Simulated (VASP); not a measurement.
# BeS (Fm-3m) in VASP: further runs

BeS is run at these levels: PBE; tasks: single point.

Program: VASP 6.6.1. These are calculated values, not measurements. Logs are shortened: lines on timing, memory, paths and dates and some standing lists are left out, and cuts for length are marked.

### Step 1. The cell of the first run

The structure is cubic, space group Fm-3m (No. 225). Conventional cell: a = 4.629 Å, b = 4.629 Å, c = 4.629 Å, α = 90.00°, β = 90.00°, γ = 90.00°. Be (site symmetry m-3m) has 6 S at 2.31 Å within 3.1 Å. S (site symmetry m-3m) has 6 Be at 2.31 Å within 3.1 Å.

### Step 2. Single point, PBE

INCAR reads:

```
SYSTEM = BeS
ALGO = Normal
EDIFF = 1E-6
ENCUT = 520
GGA = PE
ISIF = 2
ISMEAR = 0
LASPH = .True.
LCHARG = .False.
LREAL = .False.
LWAVE = .False.
NBANDS = 11
NELM = 100
PREC = Accurate
SIGMA = 0.01
```

KPOINTS reads:

```
k-points
0
Gamma
  8 8 8
  0 0 0
```

POSCAR reads:

```
BeS
1.0
    0.0000000000      2.3146113647      2.3146113647
    2.3146113647      0.0000000000      2.3146113647
    2.3146113647      2.3146113647      0.0000000000
Be S
1 1
Direct
    0.0000000000      0.0000000000      0.0000000000
    0.5000000000      0.5000000000      0.5000000000
```

Potentials or basis: VASP PAW PBE potentials, release 64 (Be, S).

On the command line:

```
> cat potpaw_PBE.64/Be/POTCAR potpaw_PBE.64/S/POTCAR > POTCAR
> mpirun -np 1 vasp_std > vasp.out
```

OUTCAR:

```text
SYSTEM = BeS
   EDIFF = 1E-6
   ENCUT = 520
   GGA = PE
   ISIF = 2
   ISMEAR = 0
   LASPH = .True.
   LREAL = .False.
   NELM = 100
   PREC = Accurate

 ion  position               nearest neighbor table
   1  0.000  0.000  0.000-   2 2.31   2 2.31   2 2.31   2 2.31   2 2.31   2 2.31
   2  0.500  0.500  0.500-   1 2.31   1 2.31   1 2.31   1 2.31   1 2.31   1 2.31

  LATTYP: Found a face centered cubic cell.
 ALAT       =     4.6292227294

  Lattice vectors:

 A1 = (   0.0000000000,   2.3146113647,   2.3146113647)
 A2 = (   2.3146113647,   0.0000000000,   2.3146113647)
 A3 = (   2.3146113647,   2.3146113647,   0.0000000000)

Analysis of symmetry for initial positions (statically):
=====================================================================
 Subroutine PRICEL returns:
 Original cell was already a primitive cell.

 Routine SETGRP: Setting up the symmetry group for a
 face centered cubic supercell.

 Subroutine GETGRP returns: Found 48 space group operations
 (whereof 48 operations were pure point group operations)
 out of a pool of 48 trial point group operations.

The static configuration has the point symmetry O_h .

Analysis of symmetry for dynamics (positions and initial velocities):
=====================================================================
 Subroutine PRICEL returns:
 Original cell was already a primitive cell.

 Routine SETGRP: Setting up the symmetry group for a
 face centered cubic supercell.

 Subroutine GETGRP returns: Found 48 space group operations
 (whereof 48 operations were pure point group operations)
 out of a pool of 48 trial point group operations.

The dynamic configuration has the point symmetry O_h .

 Subroutine INISYM returns: Found 48 space group operations
 (whereof 48 operations are pure point group operations),
 and found     1 'primitive' translations

----------------------------------------------------------------------------------------

                                     Primitive cell

  volume of cell :      24.8007

  direct lattice vectors                    reciprocal lattice vectors
     0.000000000  2.314611365  2.314611365    -0.216018986  0.216018986  0.216018986
     2.314611365  0.000000000  2.314611365     0.216018986 -0.216018986  0.216018986
     2.314611365  2.314611365  0.000000000     0.216018986  0.216018986 -0.216018986

  length of vectors
     3.273354784  3.273354784  3.273354784     0.374155859  0.374155859  0.374155859

  position of ions in fractional coordinates (direct lattice)
     0.000000000  0.000000000  0.000000000
     0.500000000  0.500000000  0.500000000

  ion indices of the primitive-cell ions
   primitive index   ion index
                 1           1
                 2           2

----------------------------------------------------------------------------------------

 KPOINTS: k-points

Automatic generation of k-mesh.
 Grid dimensions read from file:
 generate k-points for:    8    8    8

 Generating k-lattice:

  Cartesian coordinates                     Fractional coordinates (reciprocal lattice)
    -0.027002373  0.027002373  0.027002373     0.125000000  0.000000000  0.000000000
     0.027002373 -0.027002373  0.027002373     0.000000000  0.125000000  0.000000000
     0.027002373  0.027002373 -0.027002373     0.000000000  0.000000000  0.125000000

  Length of vectors
     0.046769482  0.046769482  0.046769482

  Shift w.r.t. Gamma in fractional coordinates (k-lattice)
     0.000000000  0.000000000  0.000000000

 Subroutine IBZKPT returns following result:
 ===========================================

 Found     29 irreducible k-points:

 Following reciprocal coordinates:
            Coordinates               Weight
  0.000000  0.000000  0.000000      1.000000
  0.125000  0.000000  0.000000      8.000000
  0.250000  0.000000  0.000000      8.000000
  0.375000  0.000000  0.000000      8.000000
  0.500000  0.000000  0.000000      4.000000
  0.125000  0.125000  0.000000      6.000000
[... 16 lines left out ...]
  0.500000  0.250000  0.125000     48.000000
 -0.375000  0.250000  0.125000     24.000000
 [... further k-points ...]
   k-points           NKPTS =     29   k-points in BZ     NKDIM =     29   number of bands    NBANDS=     11
   number of dos      NEDOS =    301   number of ions     NIONS =      2
   total plane-waves  NPLWV =  13824
   dimension x,y,z NGX =    24 NGY =   24 NGZ =   24
   dimension x,y,z NGXF=    48 NGYF=   48 NGZF=   48
   ions per type =               1   1
   NGX,Y,Z   is equivalent  to a cutoff of  12.19, 12.19, 12.19 a.u.
   NGXF,Y,Z  is equivalent  to a cutoff of  24.38, 24.38, 24.38 a.u.
 SYSTEM =  BeS
   PREC   = accura    normal or accurate (medium, high low for compatibility)
   ISTART =      0    job   : 0-new  1-cont  2-samecut
   ICHARG =      2    charge: 1-file 2-atom 10-const
   ISPIN  =      1    spin polarized calculation?
   LNONCOLLINEAR =      F non collinear calculations
   LSORBIT =      F    spin-orbit coupling
   LASPH  =      T    aspherical Exc in radial PAW
   ENCUT  =  520.0 eV  38.22 Ry    6.18 a.u.   6.09  6.09  6.09*2*pi/ulx,y,z
   NELM   =    100;   NELMIN=  2; NELMDL= -5     # of ELM steps
   EDIFF  = 0.1E-05   stopping-criterion for ELM
   LREAL  =      F    real-space projection
   EDIFFG = 0.1E-04   stopping-criterion for IOM
   NSW    =      0    number of steps for IOM
   IBRION =     -1    ionic relax: 0-MD 1-quasi-New 2-CG
   NFREE  =      0    steps in history (QN), initial steepest desc. (CG)
   ISIF   =      2    stress and relaxation
   ISYM   =      2    0-nonsym 1-usesym 2-fastsym
   POTIM  = 0.5000    time-step for ionic-motion
   TEBEG  =    0.0;   TEEND  =   0.0 temperature during run
   PSTRESS=    0.0 pullay stress
   NELECT =       8.0000    total number of electrons
   NUPDOWN=      -1.0000    fix difference up-down
   EMIN   =  10.00;   EMAX   =-10.00  energy-range for DOS
   EFERMI =   0.00;   METHOD = LEGACY
   ISMEAR =     0;   SIGMA  =   0.01  broadening in eV -4-tet -1-fermi 0-gaus
   EFERMI_NEDOS =   21; number of points for ismear=-14 and -15
   IALGO  =     38    algorithm
   IMIX   =      4    mixing-type and parameters
     AMIX     =   0.40;   BMIX     =  1.00
     AMIX_MAG =   1.60;   BMIX_MAG =  1.00
  volume/ion in A,a.u.               =      12.40        83.68
  Fermi-wavevector in a.u.,A,eV,Ry     =   1.122751  2.121692 17.151091  1.260570
  Thomas-Fermi vector in A             =   2.259413
   LORBIT       =      0    0 simple, 1 ext, 2 COOP (PROOUT), +10 PAW based schemes
   GGA     = PE    functional components
   LHFCALC =     F    Hartree Fock is set to
   AEXX    =    0.0000 exact exchange contribution
   IVDW    =     0    specifies the selected vdW correction
   LEPSILON=     F    determine dielectric tensor
   LRPA    =     F    only Hartree local field effects (RPA)
 non-spin polarized calculation
 Gauss-broadening in eV      SIGMA  =   0.01
  energy-cutoff  :      520.00
  volume of cell :       24.80
 maximum number of plane-waves:       692
   NGX = 13   NGY = 13   NGZ = 13

 number of electron       7.9999999 magnetization

 Free energy of the ion-electron system (eV)
  ---------------------------------------------------
  ext. energy  EPLUGINS =         0.00000000
  ---------------------------------------------------
  free energy    TOTEN  =        -8.89275843 eV

  energy without entropy =       -8.89275843  energy(sigma->0) =       -8.89275843

 E-fermi :   6.7251     XC(G=0): -10.6221

 val. band max:        6.6171123595   @ k =  -0.1250   0.1250   0.0000
 cond. band min:       7.6181483822   @ k =   0.5000   0.5000   0.0000
 fundamental gap:      1.0010360228
 Fermi energy:         6.7251263477

 k-point     1 :       0.0000    0.0000    0.0000
  band No.  band energies     occupation
      1      -8.4804      2.00000
      2       6.3370      2.00000
      3       6.3370      2.00000
      4       6.3370      2.00000
      5      11.9615      0.00000
      6      15.4658      0.00000
      7      15.4658      0.00000
      8      15.4658      0.00000
      9      16.2393      0.00000
     10      16.2393      0.00000
     11      16.2393      0.00000

 k-point     2 :       0.1250    0.0000    0.0000
  band No.  band energies     occupation
      1      -8.2500      2.00000
      2       4.9859      2.00000
      3       6.2735      2.00000
      4       6.2735      2.00000
      5      12.4114      0.00000
      6      14.3823      0.00000
      7      14.3823      0.00000
      8      15.0683      0.00000
      9      16.2041      0.00000
     10      16.2041      0.00000
     11      16.8060      0.00000

 k-point     3 :       0.2500    0.0000    0.0000
  band No.  band energies     occupation
      1      -7.5992      2.00000
      2       2.5354      2.00000
      3       6.1662      2.00000
      4       6.1662      2.00000
      5      11.7876      0.00000
      6      12.4027      0.00000
      7      12.4027      0.00000
      8      16.2725      0.00000
      9      17.6076      0.00000
     10      17.8665      0.00000
     11      17.8665      0.00000

 k-point     4 :       0.3750    0.0000    0.0000
  band No.  band energies     occupation
      1      -6.7180      2.00000
      2       0.3631      2.00000
      3       6.1233      2.00000
      4       6.1233      2.00000
      5      11.0440      0.00000
      6      11.0563      0.00000
      7      11.0563      0.00000
      8      16.7745      0.00000
      9      19.8916      0.00000
     10      20.2984      0.00000
     11      20.2984      0.00000
[... 239 lines left out ...]
 k-point    22 :       0.3750    0.2500    0.1250
  band No.  band energies     occupation
      1      -7.0337      2.00000
      2       2.3947      2.00000
      3       3.8464      2.00000
      4       5.5872      2.00000
      5      10.3567      0.00000
      6      13.1108      0.00000
      7      13.8248      0.00000
      8      15.7752      0.00000
      9      16.9194      0.00000
     10      20.1950      0.00000
     11      21.8592      0.00000

 k-point    23 :       0.5000    0.2500    0.1250
  band No.  band energies     occupation
      1      -6.2068      2.00000
      2       0.8203      2.00000
      3       3.2247      2.00000
      4       4.9770      2.00000
      5      10.4911      0.00000
      6      11.9829      0.00000
      7      14.5124      0.00000
      8      16.3984      0.00000
      9      18.1204      0.00000
     10      21.5393      0.00000
     11      22.4305      0.00000

 k-point    24 :      -0.3750    0.2500    0.1250
  band No.  band energies     occupation
      1      -5.7457      2.00000
      2      -0.0008      2.00000
      3       3.1555      2.00000
      4       4.6234      2.00000
      5      10.9084      0.00000
      6      11.2445      0.00000
      7      14.5938      0.00000
      8      17.8020      0.00000
      9      18.8937      0.00000
     10      19.7130      0.00000
     11      23.3058      0.00000

 [... further k-points ...]

------------------------ aborting loop because EDIFF is reached ----------------------------------------

  FORCE on cell =-STRESS in cart. coord.  units (eV):
  Direction    XX          YY          ZZ          XY          YZ          ZX
  --------------------------------------------------------------------------------------
  -------------------------------------------------------------------------------------
  Total       -0.0073502     -0.0073502     -0.0073502     -0.0000000     -0.0000000      0.0000000
  in kB       -0.4748403     -0.4748403     -0.4748403     -0.0000000     -0.0000000      0.0000000
  external PRESSURE =      -0.4748403 kB  Pullay stress =       0.0000000 kB

 VOLUME and BASIS-vectors are now :
 -----------------------------------------------------------------------------
  energy-cutoff  :      520.00
  volume of cell :       24.80
      direct lattice vectors                 reciprocal lattice vectors
     0.000000000  2.314611365  2.314611365    -0.216018986  0.216018986  0.216018986
     2.314611365  0.000000000  2.314611365     0.216018986 -0.216018986  0.216018986
     2.314611365  2.314611365  0.000000000     0.216018986  0.216018986 -0.216018986

 POSITION                                       TOTAL-FORCE (eV/Angst)
 -----------------------------------------------------------------------------------
      0.00000      0.00000      0.00000        -0.000000      0.000000      0.000000
      2.31461      2.31461      2.31461         0.000000     -0.000000      0.000000
 -----------------------------------------------------------------------------------
    total drift:                               -0.000000     -0.000000      0.000000

  FREE ENERGIE OF THE ION-ELECTRON SYSTEM (eV)
  ---------------------------------------------------
  free  energy   TOTEN  =        -8.8927584302 eV

  energy  without entropy=       -8.8927584302  energy(sigma->0) =       -8.89275843
```

Run time: 2.6 s. Hardware: 1 thread of Intel Xeon 6975P-C (Granite Rapids), shared host; peak memory 0.13 GiB.

Results:

| Property | Result |
| --- | --- |
| Free energy | -8.8928 eV |
| Pressure | 0.0 GPa |
| Band gap on the k mesh | 1.00 eV, indirect (least direct gap 4.16 eV) |

Levels at points of the mesh, in eV from the valence-band top:
```csv
k point,band 2,band 3,band 4,band 5,band 6,band 7
"(0.00, 0.00, 0.00)",-0.28,-0.28,-0.28,5.34,8.85,8.85
"(0.50, 0.00, 0.00)",-7.21,-0.49,-0.49,3.96,3.96,4.16
"(0.50, 0.50, 0.00)",-6.78,-3.16,-3.16,1.00,4.35,11.82
```

[end of part 1 of 2]
